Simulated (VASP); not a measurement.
# MoRu5 (P-6m2) in VASP: notebook

MoRu5 is run at these levels: PBE; tasks: single point.

Everything below comes from runs of VASP 6.6.1. Logs are shortened: lines on timing, memory, paths and dates and some standing lists are left out, and cuts for length are marked.

## (1) The cell of the first run

It takes space group P-6m2 (No. 187, hexagonal). Conventional cell: a = 2.738 Å, b = 2.738 Å, c = 13.035 Å, α = 90.00°, β = 90.00°, γ = 120.00°. Mo (site symmetry -6m2) has 6 Ru at 2.74 Å and 6 Mo at 2.74 Å within 3.6 Å. Within 3.5 Å of Ru (site symmetry -6m2) lie 12 Ru at 2.65 to 2.74 Å. Ru (site symmetry 3m) has 9 Ru at 2.67 to 2.74 Å and 3 Mo at 2.74 Å within 3.5 Å. Ru (site symmetry 3m) has 12 Ru at 2.65 to 2.74 Å within 3.5 Å.

## (2) Single point, PBE

Contents of INCAR:

```
SYSTEM = MoRu5
  PREC = Accurate
  ENCUT = 520
  EDIFF = 1E-6
  ISMEAR = 0
  SIGMA = 0.1
  LREAL = .False.
  LASPH = .True.
  NELM = 60
  ALGO = Normal
  ISIF = 2
  LWAVE = .False.
  LCHARG = .True.
  GGA = PE
  LELF = .True.
  LVHAR = .True.
  NBANDS = 51
```

Contents of KPOINTS:

```
Automatic mesh
0
Gamma
  6 6 2
  0 0 0
```

Contents of POSCAR:

```
MoRu5
1.0
    2.7383421000      0.0000000000      0.0000000000
   -1.3691710000      2.3714738000      0.0000000000
    0.0000000000      0.0000000000     13.0345319000
Mo Ru
1 5
Direct
    0.0000000000      0.0000000000      0.5000000000
    0.3333333000      0.6666667000      0.0000000000
    0.3333333000      0.6666667000      0.3287430000
    0.3333333000      0.6666667000      0.6712570000
    0.0000000000      0.0000000000      0.8367370000
    0.0000000000      0.0000000000      0.1632630000
```

Potentials or basis: VASP PAW PBE potentials, release 64 (Mo_sv, Ru_pv).

Command:

```console
> cat potpaw_PBE.64/Mo_sv/POTCAR potpaw_PBE.64/Ru_pv/POTCAR > POTCAR
> mpirun -np 1 vasp_std > vasp.out
```

OUTCAR:

```text
SYSTEM = MoRu5
   PREC = Accurate
   ENCUT = 520
   EDIFF = 1E-6
   ISMEAR = 0
   LREAL = .False.
   LASPH = .True.
   NELM = 60
   ISIF = 2
   GGA = PE

 ion  position               nearest neighbor table
   1  0.000  0.000  0.500-   3 2.74   4 2.74   3 2.74   4 2.74   3 2.74   4 2.74
   2  0.333  0.667  0.000-   5 2.65   6 2.65   5 2.65   6 2.65   5 2.65   6 2.65
   3  0.333  0.667  0.329-   6 2.67   6 2.67   6 2.67   1 2.74   1 2.74   1 2.74
   4  0.333  0.667  0.671-   5 2.67   5 2.67   5 2.67   1 2.74   1 2.74   1 2.74
   5  0.000  0.000  0.837-   2 2.65   2 2.65   2 2.65   4 2.67   4 2.67   4 2.67
   6  0.000  0.000  0.163-   2 2.65   2 2.65   2 2.65   3 2.67   3 2.67   3 2.67

  LATTYP: Found a hexagonal cell.
 ALAT       =     2.7383421000
 C/A-ratio  =     4.7600085833

  Lattice vectors:

 A1 = (   2.7383421000,   0.0000000000,   0.0000000000)
 A2 = (  -1.3691710000,   2.3714738000,   0.0000000000)
 A3 = (   0.0000000000,   0.0000000000,  13.0345319000)

Analysis of symmetry for initial positions (statically):
=====================================================================
 Subroutine PRICEL returns:
 Original cell was already a primitive cell.

 Routine SETGRP: Setting up the symmetry group for a
 hexagonal supercell.

 Subroutine GETGRP returns: Found 12 space group operations
 (whereof 12 operations were pure point group operations)
 out of a pool of 24 trial point group operations.

The static configuration has the point symmetry D_3h.

Analysis of symmetry for dynamics (positions and initial velocities):
=====================================================================
 Subroutine PRICEL returns:
 Original cell was already a primitive cell.

 Routine SETGRP: Setting up the symmetry group for a
 hexagonal supercell.

 Subroutine GETGRP returns: Found 12 space group operations
 (whereof 12 operations were pure point group operations)
 out of a pool of 24 trial point group operations.

The dynamic configuration has the point symmetry D_3h.

 Subroutine INISYM returns: Found 12 space group operations
 (whereof 12 operations are pure point group operations),
 and found     1 'primitive' translations

----------------------------------------------------------------------------------------

                                     Primitive cell

  volume of cell :      84.6450

  direct lattice vectors                    reciprocal lattice vectors
     2.738342100  0.000000000  0.000000000     0.365184467  0.210839345  0.000000000
    -1.369171000  2.371473800  0.000000000     0.000000000  0.421678705  0.000000000
     0.000000000  0.000000000 13.034531900     0.000000000  0.000000000  0.076719287

  length of vectors
     2.738342100  2.738342055 13.034531900     0.421678698  0.421678705  0.076719287

  position of ions in fractional coordinates (direct lattice)
     0.000000000  0.000000000  0.500000000
     0.333333300  0.666666700  0.000000000
     0.333333300  0.666666700  0.328743000
     0.333333300  0.666666700  0.671257000
     0.000000000  0.000000000  0.836737000
     0.000000000  0.000000000  0.163263000

  ion indices of the primitive-cell ions
   primitive index   ion index
                 1           1
                 2           2
                 3           3
                 4           4
                 5           5
                 6           6

----------------------------------------------------------------------------------------

 KPOINTS: Automatic mesh

Automatic generation of k-mesh.
 Grid dimensions read from file:
 generate k-points for:    6    6    2

 Generating k-lattice:

  Cartesian coordinates                     Fractional coordinates (reciprocal lattice)
     0.060864078  0.035139891  0.000000000     0.166666667  0.000000000  0.000000000
     0.000000000  0.070279784  0.000000000     0.000000000  0.166666667  0.000000000
     0.000000000  0.000000000  0.038359644     0.000000000  0.000000000  0.500000000

  Length of vectors
     0.070279783  0.070279784  0.038359644

  Shift w.r.t. Gamma in fractional coordinates (k-lattice)
     0.000000000  0.000000000  0.000000000

 Subroutine IBZKPT returns following result:
 ===========================================

 Found     14 irreducible k-points:

 Following reciprocal coordinates:
            Coordinates               Weight
  0.000000  0.000000  0.000000      1.000000
  0.166667  0.000000  0.000000      6.000000
  0.333333 -0.000000  0.000000      6.000000
  0.500000  0.000000  0.000000      3.000000
  0.166667  0.166667  0.000000      6.000000
  0.333333  0.166667  0.000000     12.000000
  0.333333  0.333333  0.000000      2.000000
  0.000000  0.000000  0.500000      1.000000
  0.166667  0.000000  0.500000      6.000000
  0.333333 -0.000000  0.500000      6.000000
  0.500000  0.000000  0.500000      3.000000
  0.166667  0.166667  0.500000      6.000000
  0.333333  0.166667  0.500000     12.000000
  0.333333  0.333333  0.500000      2.000000
   k-points           NKPTS =     14   k-points in BZ     NKDIM =     14   number of bands    NBANDS=     51
   number of dos      NEDOS =    301   number of ions     NIONS =      6
   total plane-waves  NPLWV =  39200
   dimension x,y,z NGX =    20 NGY =   20 NGZ =   98
   dimension x,y,z NGXF=    40 NGYF=   40 NGZF=  196
   ions per type =               1   5
   NGX,Y,Z   is equivalent  to a cutoff of  12.14, 12.14, 12.50 a.u.
   NGXF,Y,Z  is equivalent  to a cutoff of  24.28, 24.28, 25.00 a.u.
 SYSTEM =  MoRu5
   PREC   = accura    normal or accurate (medium, high low for compatibility)
   ISTART =      0    job   : 0-new  1-cont  2-samecut
   ICHARG =      2    charge: 1-file 2-atom 10-const
   ISPIN  =      1    spin polarized calculation?
   LNONCOLLINEAR =      F non collinear calculations
   LSORBIT =      F    spin-orbit coupling
   LASPH  =      T    aspherical Exc in radial PAW
   ENCUT  =  520.0 eV  38.22 Ry    6.18 a.u.   5.09  5.09 24.24*2*pi/ulx,y,z
   NELM   =     60;   NELMIN=  2; NELMDL= -5     # of ELM steps
   EDIFF  = 0.1E-05   stopping-criterion for ELM
   LREAL  =      F    real-space projection
   EDIFFG = 0.1E-04   stopping-criterion for IOM
   NSW    =      0    number of steps for IOM
   IBRION =     -1    ionic relax: 0-MD 1-quasi-New 2-CG
   NFREE  =      0    steps in history (QN), initial steepest desc. (CG)
   ISIF   =      2    stress and relaxation
   ISYM   =      2    0-nonsym 1-usesym 2-fastsym
   POTIM  = 0.5000    time-step for ionic-motion
   TEBEG  =    0.0;   TEEND  =   0.0 temperature during run
   PSTRESS=    0.0 pullay stress
   NELECT =      84.0000    total number of electrons
   NUPDOWN=      -1.0000    fix difference up-down
   EMIN   =  10.00;   EMAX   =-10.00  energy-range for DOS
   EFERMI =   0.00;   METHOD = LEGACY
   ISMEAR =     0;   SIGMA  =   0.10  broadening in eV -4-tet -1-fermi 0-gaus
   EFERMI_NEDOS =   21; number of points for ismear=-14 and -15
   IALGO  =     38    algorithm
   IMIX   =      4    mixing-type and parameters
     AMIX     =   0.40;   BMIX     =  1.00
     AMIX_MAG =   1.60;   BMIX_MAG =  1.00
  volume/ion in A,a.u.               =      14.11        95.20
  Fermi-wavevector in a.u.,A,eV,Ry     =   1.632930  3.085789 36.279374  2.666459
  Thomas-Fermi vector in A             =   2.724819
   LORBIT       =      0    0 simple, 1 ext, 2 COOP (PROOUT), +10 PAW based schemes
   GGA     = PE    functional components
   LHFCALC =     F    Hartree Fock is set to
   AEXX    =    0.0000 exact exchange contribution
   IVDW    =     0    specifies the selected vdW correction
   LEPSILON=     F    determine dielectric tensor
   LRPA    =     F    only Hartree local field effects (RPA)
 non-spin polarized calculation
 Gauss-broadening in eV      SIGMA  =   0.10
  energy-cutoff  :      520.00
  volume of cell :       84.65
 maximum number of plane-waves:      2300
   NGX = 11   NGY = 11   NGZ = 49

 number of electron      84.0000002 magnetization

 Free energy of the ion-electron system (eV)
  ---------------------------------------------------
  ext. energy  EPLUGINS =         0.00000000
  ---------------------------------------------------
  free energy    TOTEN  =       -56.92884952 eV

  energy without entropy =      -56.89916453  energy(sigma->0) =      -56.91400703

 E-fermi :  12.4594     XC(G=0): -13.8988

 val. band max:       12.3289828109   @ k =   0.3333   0.3333   0.5000
 cond. band min:      12.4604964060   @ k =   0.1667   0.1667   0.0000
 fundamental gap:      0.1315135951
 Fermi energy:        12.4594232794

 k-point     1 :       0.0000    0.0000    0.0000
  band No.  band energies     occupation
      1     -48.2997      2.00000
      2     -31.1129      2.00000
      3     -30.7711      2.00000
      4     -30.4819      2.00000
      5     -30.3628      2.00000
      6     -30.3628      2.00000
[... 43 lines left out ...]
     50      13.5026      0.00000
     51      13.6698      0.00000

 k-point     2 :       0.1667    0.0000    0.0000
  band No.  band energies     occupation
      1     -48.2458      2.00000
      2     -31.0483      2.00000
      3     -30.7762      2.00000
      4     -30.5567      2.00000
      5     -30.4881      2.00000
      6     -30.4130      2.00000
[... 43 lines left out ...]
     50      13.6963      0.00000
     51      13.9014      0.00000

 k-point     3 :       0.3333   -0.0000    0.0000
  band No.  band energies     occupation
      1     -48.1361      2.00000
      2     -30.9744      2.00000
      3     -30.9621      2.00000
      4     -30.7590      2.00000
      5     -30.7447      2.00000
      6     -30.5964      2.00000
[... 43 lines left out ...]
     50      14.1723      0.00000
     51      15.2758      0.00000
[... 487 lines left out ...]
 k-point    13 :       0.3333    0.1667    0.5000
  band No.  band energies     occupation
      1     -48.0805      2.00000
      2     -31.0213      2.00000
      3     -30.9870      2.00000
      4     -30.8505      2.00000
      5     -30.7269      2.00000
      6     -30.6841      2.00000
[... 43 lines left out ...]
     50      16.1733      0.00000
     51      16.8247      0.00000

 k-point    14 :       0.3333    0.3333    0.5000
  band No.  band energies     occupation
      1     -48.0526      2.00000
      2     -30.9428      2.00000
      3     -30.9272      2.00000
      4     -30.8836      2.00000
      5     -30.7450      2.00000
      6     -30.7223      2.00000
[... 43 lines left out ...]
     50      19.5861      0.00000
     51      19.5943      0.00000

------------------------ aborting loop because EDIFF is reached ----------------------------------------

  FORCE on cell =-STRESS in cart. coord.  units (eV):
  Direction    XX          YY          ZZ          XY          YZ          ZX
  --------------------------------------------------------------------------------------
  -------------------------------------------------------------------------------------
  Total       -0.0898261     -0.0898261      0.6717710     -0.0000000      0.0000000      0.0000000
  in kB       -1.7002456     -1.7002456     12.7154093     -0.0000000      0.0000000      0.0000000
  external PRESSURE =       3.1049727 kB  Pullay stress =       0.0000000 kB

 VOLUME and BASIS-vectors are now :
 -----------------------------------------------------------------------------
  energy-cutoff  :      520.00
  volume of cell :       84.65
      direct lattice vectors                 reciprocal lattice vectors
     2.738342100  0.000000000  0.000000000     0.365184467  0.210839345  0.000000000
    -1.369171000  2.371473800  0.000000000     0.000000000  0.421678705  0.000000000
     0.000000000  0.000000000 13.034531900     0.000000000  0.000000000  0.076719287

 POSITION                                       TOTAL-FORCE (eV/Angst)
 -----------------------------------------------------------------------------------
      0.00000      0.00000      6.51727         0.000000     -0.000000     -0.000000
     -0.00000      1.58098      0.00000        -0.000000      0.000000     -0.000000
     -0.00000      1.58098      4.28501         0.000000     -0.000000      0.097179
     -0.00000      1.58098      8.74952         0.000000     -0.000000     -0.097179
      0.00000      0.00000     10.90648         0.000000     -0.000000      0.151663
      0.00000      0.00000      2.12806         0.000000     -0.000000     -0.151663
 -----------------------------------------------------------------------------------
    total drift:                                0.000377     -0.000218     -0.000000

  FREE ENERGIE OF THE ION-ELECTRON SYSTEM (eV)
  ---------------------------------------------------
  free  energy   TOTEN  =       -56.9288495247 eV

  energy  without entropy=      -56.8991645263  energy(sigma->0) =      -56.91400703
```

Wall time 36 s (1 thread of Intel Xeon 6975P-C (Granite Rapids), shared host); peak memory 0.21 GiB.

What came out:

```
Free energy            : -56.9288 eV
Pressure               : 0.3 GPa
Largest force          : 0.152 eV/Å
Band gap on the k mesh : zero (band 42 reaches 13.95 eV, above the bottom of band 43 at 11.51 eV)
```

Forces on the atoms (eV/Å):
```
Mo   0.000  0.000  0.000
Ru   0.000  0.000  0.000
Ru   0.000  0.000  0.097
Ru   0.000  0.000 -0.097
Ru   0.000  0.000  0.152
Ru   0.000  0.000 -0.152
```

Levels at points of the mesh, in eV from the Fermi level:
```csv
k point,band 39,band 40,band 41,band 42,band 43,band 44
"(0.00, 0.00, 0.00)",-1.28,-1.21,-1.21,-1.05,-0.95,-0.95
"(0.50, 0.00, 0.00)",0.24,0.79,1.26,1.49,1.54,1.71
"(0.00, 0.00, 0.50)",-1.79,-1.21,-1.21,-0.70,-0.70,-0.52
"(0.50, 0.00, 0.50)",0.17,0.57,0.95,1.22,1.26,1.51
```

Caveat: the k points lie up to 0.44 Å⁻¹ apart.

(Continued in part 2 of 2.)
